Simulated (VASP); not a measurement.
CsI: single point with r2SCAN

The system is CsI.

```
Cs I
1.0
     4.56670    0.00000    0.00000
     0.00000    4.56670    0.00000
     0.00000    0.00000    4.56670
Cs I
1 1
Direct
  0.00000 0.00000 0.00000
  0.50000 0.50000 0.50000
```

```
Program             : VASP 6.6.1
Task                : single point
Functional          : r2SCAN
Potentials or basis : VASP PAW PBE potentials, release 64 (Cs_sv, I)
Cutoff              : 550 eV
k mesh              : 6 × 6 × 6
Occupations         : gaussian, width 0.05 eV
Spin                : no spin polarisation
```

```yaml
Pressure: 0.4 GPa
Band_gap_on_the_k_mesh: 4.60 eV, indirect (least direct gap 4.69 eV)
```

Levels at points of the mesh, in eV from the valence-band top:
| k point | band 5 | band 6 | band 7 | band 8 | band 9 | band 10 | band 11 | band 12 |
| --- | --- | --- | --- | --- | --- | --- | --- | --- |
| (0.00, 0.00, 0.00) | -7.29 | -0.09 | -0.09 | -0.09 | 4.60 | 4.61 | 4.61 | 8.40 |
| (0.50, 0.00, 0.00) | -7.23 | -1.55 | -0.24 | -0.24 | 5.66 | 7.15 | 7.34 | 7.35 |
| (0.50, 0.50, 0.00) | -7.19 | -0.88 | -0.88 | 0.00 | 4.76 | 5.52 | 6.67 | 6.67 |
| (0.50, 0.50, 0.50) | -7.54 | -1.32 | -1.32 | -1.32 | 7.75 | 7.75 | 7.75 | 8.53 |

It used 180 s of CPU time on 1 thread of AMD EPYC 7R13 Processor (Zen 3), with other jobs on the host.

Caveat: the PAW data sets were made with another functional, which shifts forces and pressure a little; spin-orbit coupling is left out, which moves the levels of the heavy elements. r2SCAN opens gaps a little over a GGA but as a rule still falls short of measured ones.
